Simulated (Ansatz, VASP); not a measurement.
**P in VASP and in Ansatz**

```xyz
2
Lattice="0.0000 2.5749 2.5749 2.5749 0.0000 2.5749 2.5749 2.5749 0.0000" Properties=species:S:1:pos:R:3 pbc="T T T"
P     0.6437    0.6437    0.6437
P     4.5061    4.5061    4.5061
```

Alike in both runs: task single point; functional PBEsol; k mesh 17 × 17 × 17; occupations fermi-dirac, width 0.1 eV; no spin polarisation.

```csv
,VASP,Ansatz
version,VASP 6.6.1,Ansatz 0.2.0
potentials or method,"VASP PAW PBE potentials, release 64 (P), cutoff 520 eV","plane waves (420 eV) with PAW, scalar-relativistic"
valence electrons in the cell,10,10
```

|  | VASP | Ansatz | Ansatz less VASP |
| --- | --- | --- | --- |
| pressure (GPa) | 8.3 | 8.2 | -0.13 |

VASP's potentials were made for PBE, not for PBEsol, and Ansatz warns of the same on its side. The functional is the same, so the differences come from potentials, cutoffs and numerics.
